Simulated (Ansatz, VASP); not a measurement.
**Zn3SeS2: VASP beside Ansatz**

```
CELL_PARAMETERS angstrom
3.91728 0.00000 0.00000
-1.95864 3.39246 0.00000
0.00000 0.00000 9.59962
ATOMIC_POSITIONS crystal
Zn 0.00000 0.00000 0.00959
Zn 0.66667 0.33333 0.33349
Zn 0.33333 0.66667 0.65651
Se 0.00000 0.00000 0.75144
S 0.66667 0.33333 0.08742
S 0.33333 0.66667 0.41156
```

Alike in both runs: task single point; functional r2SCAN; k mesh 12 × 12 × 4; occupations gaussian, width 0.02 eV; no spin polarisation.

```csv
,VASP,Ansatz
version,VASP 6.6.1,Ansatz 0.2.0
potentials or method,"VASP PAW PBE potentials, release 64 (Zn, Se, S), cutoff 520 eV","scalar-relativistic, plane waves, PAW"
valence electrons in the cell,54,64
```

|  | VASP | Ansatz | Ansatz less VASP |
| --- | --- | --- | --- |
| gap on the k mesh at the Fermi level (eV) | 1.98 | 1.98 | -0.003 |
| least direct gap on the mesh (eV) | 1.98 | 1.98 | -0.003 |
| pressure (GPa) | -2.2 | -2.2 | -0.03 |
| rms of the force components (eV/Å) | 0.010 | 0.011 | +0.0017 |

VASP's potentials were made for PBE, not for r2SCAN. Atom by atom the forces differ by 0.004 eV/Å (rms over components). VASP's potentials hold 54 valence electrons a cell and Ansatz's 64, so a difference there can come from the potentials and not from the codes.
